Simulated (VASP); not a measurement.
Crystal: NaH.

```
Na H
1.0
     3.97350    0.00000    0.00000
    -1.98675    3.44115    0.00000
     0.00000    0.00000    4.87642
Na H
2 2
Direct
  0.33333 0.66667 0.25000
  0.66667 0.33333 0.75000
  0.66667 0.33333 0.25000
  0.33333 0.66667 0.75000
```

| Item | Value |
| --- | --- |
| Program | VASP 6.6.1 |
| Task | relaxation of cell and atoms |
| Functional | LDA |
| Potentials or basis | VASP PAW LDA potentials, release 64 (Na_pv, H) |
| Cutoff | 600 eV |
| k mesh | 6 × 6 × 6 |
| Occupations | fermi-dirac, width 0.02 eV |
| Spin | no spin polarisation |

At the start: pressure -1.7 GPa; volume 16.67 Å³/atom.

Task: Where does the relaxation end?

Result: Over 4 steps the energy falls by 7.8 meV/atom and the volume is 15.26 Å³/atom (-8.4 %); space group P6_3/mmc (No. 194, to 0.1 Å) before and after.

Step by step:
```
step  energy change (eV)  largest force (eV/Å)  pressure (GPa)  volume (Å³)
   1              0.0000                0.0000           -1.66        66.68
   2             -0.0150                0.0000           -1.28        65.02
   3             -0.0304                0.0000            0.29        60.23
   4             -0.0312                0.0000            0.03        61.05
```

Final structure:
```cif
data_structure
_symmetry_space_group_name_H-M 'P 1'
_symmetry_Int_Tables_number 1
_cell_length_a 3.8618
_cell_length_b 3.8618
_cell_length_c 4.7269
_cell_angle_alpha 90.000
_cell_angle_beta 90.000
_cell_angle_gamma 120.000
_cell_volume 61.05
loop_
_atom_site_label
_atom_site_type_symbol
_atom_site_fract_x
_atom_site_fract_y
_atom_site_fract_z
_atom_site_occupancy
Na1 Na 0.33333 0.66667 0.25000 1
Na2 Na 0.66667 0.33333 0.75000 1
H1 H 0.66667 0.33333 0.25000 1
H2 H 0.33333 0.66667 0.75000 1
```
